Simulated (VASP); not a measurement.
# Li in VASP: single point with PBEsol

Aim: the single point of Li with PBEsol.

All numbers are computed with VASP 6.6.1; they aren't measurements. Logs are shortened: lines on timing, memory, paths and dates and some standing lists are left out, and cuts for length are marked.

## (1) The cell of the first run

The typed cell holds 1 atom: a = 3.027 Å, b = 3.027 Å, c = 3.496 Å, α = 54.73°, β = 54.73°, γ = 70.53°.

## (2) Single point, PBEsol

Input file INCAR:

```
SYSTEM = Li
PREC = Accurate
ENCUT = 520
EDIFF = 1E-6
ISMEAR = 0
SIGMA = 0.15
LREAL = .FALSE.
LASPH = .TRUE.
NELM = 60
ALGO = Fast
ISIF = 2
LWAVE = .FALSE.
LCHARG = .FALSE.
GGA = PS
NBANDS = 8
```

Input file KPOINTS:

```
regular mesh
0
G
  20 20 20
  0 0 0
```

Input file POSCAR:

```
Li
1.0
    0.0000000000      2.4717858593      1.7475526025
    2.4717858593      0.0000000000      1.7475526025
    2.4717858593      2.4717858593      0.0000000000
Li
1
Direct
    0.0000000000      0.0000000000      0.0000000000
```

Potentials or basis: VASP PAW PBE potentials, release 64 (Li_sv).

Launch:

```bash
> cat potpaw_PBE.64/Li_sv/POTCAR > POTCAR
> mpirun -np 1 vasp_std > vasp.out
```

OUTCAR:

```text
SYSTEM = Li
   PREC = Accurate
   ENCUT = 520
   EDIFF = 1E-6
   ISMEAR = 0
   LREAL = .FALSE.
   LASPH = .TRUE.
   NELM = 60
   ISIF = 2
   GGA = PS

 ion  position               nearest neighbor table
   1  0.000  0.000  0.000-

  LATTYP: Found a body centered tetragonal cell.
 ALAT       =     3.4956330855
 C/A-ratio  =     0.9998489886

  Lattice vectors:

 A1 = (   0.0000000000,  -2.4717858593,  -1.7475526025)
 A2 = (   0.0000000000,   2.4717858593,  -1.7475526025)
 A3 = (   2.4717858593,   0.0000000000,   1.7475526025)

Analysis of symmetry for initial positions (statically):
=====================================================================
 Subroutine PRICEL returns:
 Original cell was already a primitive cell.

 Routine SETGRP: Setting up the symmetry group for a
 body centered tetragonal supercell.

 Subroutine GETGRP returns: Found 16 space group operations
 (whereof 16 operations were pure point group operations)
 out of a pool of 16 trial point group operations.

The static configuration has the point symmetry D_4h.

Analysis of symmetry for dynamics (positions and initial velocities):
=====================================================================
 Subroutine PRICEL returns:
 Original cell was already a primitive cell.

 Routine SETGRP: Setting up the symmetry group for a
 body centered tetragonal supercell.

 Subroutine GETGRP returns: Found 16 space group operations
 (whereof 16 operations were pure point group operations)
 out of a pool of 16 trial point group operations.

The dynamic configuration has the point symmetry D_4h.

 Subroutine INISYM returns: Found 16 space group operations
 (whereof 16 operations are pure point group operations),
 and found     1 'primitive' translations

----------------------------------------------------------------------------------------

                                     Primitive cell

  volume of cell :      21.3541

  direct lattice vectors                    reciprocal lattice vectors
     0.000000000  2.471785859  1.747552603    -0.202282895  0.202282895  0.286114420
     2.471785859  0.000000000  1.747552603     0.202282895 -0.202282895  0.286114420
     2.471785859  2.471785859  0.000000000     0.202282895  0.202282895 -0.286114420

  length of vectors
     3.027154676  3.027154676  3.495633086     0.404596343  0.404596343  0.404596343

  position of ions in fractional coordinates (direct lattice)
     0.000000000  0.000000000  0.000000000

  ion indices of the primitive-cell ions
   primitive index   ion index
                 1           1

----------------------------------------------------------------------------------------

 KPOINTS: regular mesh

Automatic generation of k-mesh.
 Grid dimensions read from file:
 generate k-points for:   20   20   20

 Generating k-lattice:

  Cartesian coordinates                     Fractional coordinates (reciprocal lattice)
    -0.010114145  0.010114145  0.014305721     0.050000000  0.000000000  0.000000000
     0.010114145 -0.010114145  0.014305721     0.000000000  0.050000000  0.000000000
     0.010114145  0.010114145 -0.014305721    -0.000000000 -0.000000000  0.050000000

  Length of vectors
     0.020229817  0.020229817  0.020229817

  Shift w.r.t. Gamma in fractional coordinates (k-lattice)
     0.000000000  0.000000000  0.000000000

 Subroutine IBZKPT returns following result:
 ===========================================

 Found    641 irreducible k-points:

 Following reciprocal coordinates:
            Coordinates               Weight
  0.000000  0.000000  0.000000      1.000000
  0.050000  0.000000  0.000000      8.000000
  0.100000  0.000000  0.000000      8.000000
  0.150000  0.000000  0.000000      8.000000
  0.200000  0.000000  0.000000      8.000000
  0.250000  0.000000  0.000000      8.000000
[... 16 lines left out ...]
 -0.400000  0.050000  0.000000      8.000000
 -0.350000  0.050000  0.000000      8.000000
 [... further k-points ...]
   k-points           NKPTS =    641   k-points in BZ     NKDIM =    641   number of bands    NBANDS=      8
   number of dos      NEDOS =    301   number of ions     NIONS =      1
   total plane-waves  NPLWV =  16128
   dimension x,y,z NGX =    24 NGY =   24 NGZ =   28
   dimension x,y,z NGXF=    48 NGYF=   48 NGZF=   56
   ions per type =               1
   NGX,Y,Z   is equivalent  to a cutoff of  13.18, 13.18, 13.32 a.u.
   NGXF,Y,Z  is equivalent  to a cutoff of  26.36, 26.36, 26.63 a.u.
 SYSTEM =  Li
   PREC   = accura    normal or accurate (medium, high low for compatibility)
   ISTART =      0    job   : 0-new  1-cont  2-samecut
   ICHARG =      2    charge: 1-file 2-atom 10-const
   ISPIN  =      1    spin polarized calculation?
   LNONCOLLINEAR =      F non collinear calculations
   LSORBIT =      F    spin-orbit coupling
   LASPH  =      T    aspherical Exc in radial PAW
   ENCUT  =  520.0 eV  38.22 Ry    6.18 a.u.   5.63  5.63  6.50*2*pi/ulx,y,z
   NELM   =     60;   NELMIN=  2; NELMDL= -5     # of ELM steps
   EDIFF  = 0.1E-05   stopping-criterion for ELM
   LREAL  =      F    real-space projection
   EDIFFG = 0.1E-04   stopping-criterion for IOM
   NSW    =      0    number of steps for IOM
   IBRION =     -1    ionic relax: 0-MD 1-quasi-New 2-CG
   NFREE  =      0    steps in history (QN), initial steepest desc. (CG)
   ISIF   =      2    stress and relaxation
   ISYM   =      2    0-nonsym 1-usesym 2-fastsym
   POTIM  = 0.5000    time-step for ionic-motion
   TEBEG  =    0.0;   TEEND  =   0.0 temperature during run
   PSTRESS=    0.0 pullay stress
   NELECT =       3.0000    total number of electrons
   NUPDOWN=      -1.0000    fix difference up-down
   EMIN   =  10.00;   EMAX   =-10.00  energy-range for DOS
   EFERMI =   0.00;   METHOD = LEGACY
   ISMEAR =     0;   SIGMA  =   0.15  broadening in eV -4-tet -1-fermi 0-gaus
   EFERMI_NEDOS =   21; number of points for ismear=-14 and -15
   IALGO  =     68    algorithm
   IMIX   =      4    mixing-type and parameters
     AMIX     =   0.40;   BMIX     =  1.00
     AMIX_MAG =   1.60;   BMIX_MAG =  1.00
  volume/ion in A,a.u.               =      21.35       144.10
  Fermi-wavevector in a.u.,A,eV,Ry     =   0.851049  1.608250  9.854489  0.724285
  Thomas-Fermi vector in A             =   1.967122
   LORBIT       =      0    0 simple, 1 ext, 2 COOP (PROOUT), +10 PAW based schemes
   GGA     = PS    functional components
   LHFCALC =     F    Hartree Fock is set to
   AEXX    =    0.0000 exact exchange contribution
   IVDW    =     0    specifies the selected vdW correction
   LEPSILON=     F    determine dielectric tensor
   LRPA    =     F    only Hartree local field effects (RPA)
 non-spin polarized calculation
 RMM-DIIS sequential band-by-band and
 Gauss-broadening in eV      SIGMA  =   0.15
  energy-cutoff  :      520.00
  volume of cell :       21.35
 maximum number of plane-waves:       603
   NGX = 11   NGY = 11   NGZ = 13

 number of electron       2.9999997 magnetization

 Free energy of the ion-electron system (eV)
  ---------------------------------------------------
  ext. energy  EPLUGINS =         0.00000000
  ---------------------------------------------------
  free energy    TOTEN  =        -1.96654467 eV

  energy without entropy =       -1.96109778  energy(sigma->0) =       -1.96382122

 E-fermi :   0.4960     XC(G=0):  -6.8920

 val. band max:        0.4780784666   @ k =  -0.3000   0.0000   0.2000
 cond. band min:       0.4967383738   @ k =  -0.2500   0.3500   0.1000
 fundamental gap:      0.0186599072
 Fermi energy:         0.4959805675

 k-point     1 :       0.0000    0.0000    0.0000
  band No.  band energies     occupation
      1     -45.5238      2.00000
      2      -3.0012      2.00000
      3      14.5872      0.00000
      4      14.5872      0.00000
      5      14.5881      0.00000
      6      19.1995      0.00000
      7      19.2031      0.00000
      8      19.2031      0.00000

 k-point     2 :       0.0500    0.0000    0.0000
  band No.  band energies     occupation
      1     -45.5232      2.00000
      2      -2.9545      2.00000
      3      14.2792      0.00000
      4      14.3457      0.00000
      5      14.5079      0.00000
      6      18.3886      0.00000
      7      18.5171      0.00000
      8      19.5718      0.00000

 k-point     3 :       0.1000    0.0000    0.0000
  band No.  band energies     occupation
      1     -45.5220      2.00000
      2      -2.8155      2.00000
      3      13.3444      0.00000
      4      13.7794      0.00000
      5      14.2756      0.00000
      6      17.4052      0.00000
      7      17.5458      0.00000
      8      19.1694      0.00000

 k-point     4 :       0.1500    0.0000    0.0000
  band No.  band energies     occupation
      1     -45.5202      2.00000
      2      -2.5835      2.00000
      3      11.9609      0.00000
      4      13.1132      0.00000
      5      13.9220      0.00000
      6      16.6493      0.00000
      7      16.8964      0.00000
      8      19.0407      0.00000

 k-point     5 :       0.2000    0.0000    0.0000
  band No.  band energies     occupation
      1     -45.5178      2.00000
      2      -2.2587      2.00000
      3      10.4173      0.00000
      4      12.4642      0.00000
      5      13.5028      0.00000
      6      15.8625      0.00000
      7      16.6766      0.00000
      8      19.1687      0.00000
[... 177 lines left out ...]
 k-point    22 :      -0.4500    0.0500    0.0000
  band No.  band energies     occupation
      1     -45.5070      2.00000
      2       0.5170      0.84317
      3       4.0014      0.00000
      4      10.1985      0.00000
      5      11.9716      0.00000
      6      14.2021      0.00000
      7      16.7635      0.00000
      8      21.6974      0.00000

 k-point    23 :      -0.4000    0.0500    0.0000
  band No.  band energies     occupation
      1     -45.5082      2.00000
      2      -0.0746      2.00000
      3       4.9243      0.00000
      4      10.3696      0.00000
      5      12.1164      0.00000
      6      14.3837      0.00000
      7      16.6214      0.00000
      8      21.0325      0.00000

 k-point    24 :      -0.3500    0.0500    0.0000
  band No.  band energies     occupation
      1     -45.5100      2.00000
      2      -0.7068      2.00000
      3       6.1046      0.00000
      4      10.6533      0.00000
      5      12.3523      0.00000
      6      14.6860      0.00000
      7      16.4385      0.00000
      8      20.3950      0.00000

 [... further k-points ...]

------------------------ aborting loop because EDIFF is reached ----------------------------------------

  FORCE on cell =-STRESS in cart. coord.  units (eV):
  Direction    XX          YY          ZZ          XY          YZ          ZX
  --------------------------------------------------------------------------------------
  -------------------------------------------------------------------------------------
  Total       -0.0978580     -0.0978580     -0.0977860      0.0000000      0.0000000      0.0000000
  in kB       -7.3421800     -7.3421800     -7.3367776      0.0000000      0.0000000      0.0000000
  external PRESSURE =      -7.3403792 kB  Pullay stress =       0.0000000 kB

 VOLUME and BASIS-vectors are now :
 -----------------------------------------------------------------------------
  energy-cutoff  :      520.00
  volume of cell :       21.35
      direct lattice vectors                 reciprocal lattice vectors
     0.000000000  2.471785859  1.747552603    -0.202282895  0.202282895  0.286114420
     2.471785859  0.000000000  1.747552603     0.202282895 -0.202282895  0.286114420
     2.471785859  2.471785859  0.000000000     0.202282895  0.202282895 -0.286114420

 POSITION                                       TOTAL-FORCE (eV/Angst)
 -----------------------------------------------------------------------------------
      0.00000      0.00000      0.00000        -0.000000      0.000000      0.000000
 -----------------------------------------------------------------------------------
    total drift:                               -0.000000     -0.000000     -0.000000

  FREE ENERGIE OF THE ION-ELECTRON SYSTEM (eV)
  ---------------------------------------------------
  free  energy   TOTEN  =        -1.9665446682 eV

  energy  without entropy=       -1.9610977811  energy(sigma->0) =       -1.96382122
```

It took 38 s on 1 thread of Intel Xeon 6975P-C (Granite Rapids), shared host; peak memory 0.2 GiB.

Results:

* Free energy: -1.9665 eV
* Band gap on the k mesh: zero (an odd number of electrons rules out a gap without spin polarisation)

Caveat: the cutoff is under 1.25 times the usual one of these potentials, so pressure, stress and relaxed cells hold a basis-set (Pulay) error; the PAW data sets were made with another functional, which shifts forces and pressure a little.
